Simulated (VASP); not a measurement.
Crystal: Si2Mo.

```
Si Mo
1.0
     4.58547    0.00000    0.00000
    -2.29274    3.97113    0.00000
     0.00000    0.00000    6.57976
Si Mo
6 3
Direct
  0.16387 0.83613 0.83333
  0.32775 0.16387 0.16667
  0.83613 0.67225 0.50000
  0.83613 0.16387 0.83333
  0.67225 0.83613 0.16667
  0.16387 0.32775 0.50000
  0.50000 0.00000 0.50000
  0.00000 0.50000 0.16667
  0.50000 0.50000 0.83333
```

| Quantity | Value |
| --- | --- |
| Program | VASP 6.6.1 |
| Task | relaxation of cell and atoms |
| Functional | LDA |
| Potentials or basis | VASP PAW LDA potentials, release 64 (Si, Mo_sv) |
| Cutoff | 500 eV |
| k mesh | 9 × 9 × 6 |
| Occupations | gaussian, width 0.1 eV |
| Spin | no spin polarisation |

At the start: pressure -4.3 GPa; volume 13.31 Å³/atom.

Where does the relaxation end?

Over 9 steps the energy falls by 3.6 meV/atom and the volume is 13.05 Å³/atom (-2.0 %); space group P6_222 (No. 180, to 0.1 Å) before and after.

The path:
```tsv
step	energy change (eV)	largest force (eV/Å)	pressure (GPa)	volume (Å³)
1	0.0000	0.0488	-4.33	119.81
2	0.0598	0.0162	8.04	113.68
3	-0.0326	0.0261	-0.04	117.48
4	-0.0326	0.0256	0.05	117.44
5	-0.0328	0.0081	0.05	117.43
6	-0.0328	0.0025	0.05	117.43
7	-0.0328	0.0006	-0.08	117.50
8	-0.0328	0.0017	-0.01	117.46
9	-0.0328	0.0017	-0.01	117.46
```

Final structure:
```
CELL_PARAMETERS angstrom
4.55487 0.00000 0.00000
-2.27744 3.94464 0.00000
0.00000 0.00000 6.53753
ATOMIC_POSITIONS crystal
Si 0.16418 0.83582 0.83333
Si 0.32835 0.16418 0.16667
Si 0.83582 0.67165 0.50000
Si 0.83582 0.16418 0.83333
Si 0.67165 0.83582 0.16667
Si 0.16418 0.32835 0.50000
Mo 0.50000 0.00000 0.50000
Mo 0.00000 0.50000 0.16667
Mo 0.50000 0.50000 0.83333
```
